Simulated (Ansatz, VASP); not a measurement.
Given: the input of a run of Ansatz 0.2.0 on Pd.

Contents of input.yaml:

```yaml
crystal:
  lattice:
    - [0.0, 1.9465, 1.9465]
    - [1.9465, 0.0, 1.9465]
    - [1.9465, 1.9465, 0.0]
  atoms:
    - { symbol: Pd, position: [0.0, 0.0, 0.0] }
kpoints:
  mp_grid: { grid: [7, 7, 7] }
scf:
  occupations: { method: fermi_dirac, width: 0.02 }
hamiltonian:
  xc: pbe
  pseudopotentials: { kind: all_electron, lapw: { basis_error: 0.002 } }
output:
  forces: true
  stress: true
  eigenvalues: true
```

Potentials or basis: all-electron LAPW, scalar-relativistic.

Run with:

```bash
$ ansatz run input.yaml --threads 1 --pin off --max-ram 3072MiB --backend cpu --events-out ev --progress --plain --runs-dir out
```

Task: Set up the same calculation for VASP 6.6.1. Potentials there: VASP PAW PBE potentials, release 64 (Pd).

Result: As run (the cutoff follows the program's own potentials):

The input INCAR:

```
PREC = Accurate ; ENCUT = 500
EDIFF = 1E-6 ; ISMEAR = -1
SIGMA = 0.02 ; LREAL = F
LASPH = T ; NELM = 120
ALGO = Normal ; ISIF = 2
LWAVE = F ; LCHARG = T
GGA = PE ; LELF = T
LVHAR = T ; NBANDS = 11
GGA_COMPAT = F
```

Contents of KPOINTS:

```
regular mesh
0
Gamma
  7 7 7
```

File POSCAR:

```
Pd
1.0
    0.0000000000      1.9465000000      1.9465000000
    1.9465000000      0.0000000000      1.9465000000
    1.9465000000      1.9465000000      0.0000000000
Pd
1
Direct
    0.0000000000      0.0000000000      0.0000000000
```

Potentials or basis: VASP PAW PBE potentials, release 64 (Pd).

The run is started by

```bash
$ cat potpaw_PBE.64/Pd/POTCAR > POTCAR
$ mpirun -np 1 vasp_std > vasp.out
```

Both were run:

|  | VASP | Ansatz | Ansatz less VASP |
| --- | --- | --- | --- |
| gap on the k mesh at the Fermi level (eV) | none | none | - |
| pressure (GPa) | 7.5 | 7.7 | +0.18 |

A gap of «none» marks a metal or a gap that the smearing closes. Ansatz ran all-electron here, and VASP with PAW potentials.

The k mesh is coarse, so the values compare programs but aren't converged.
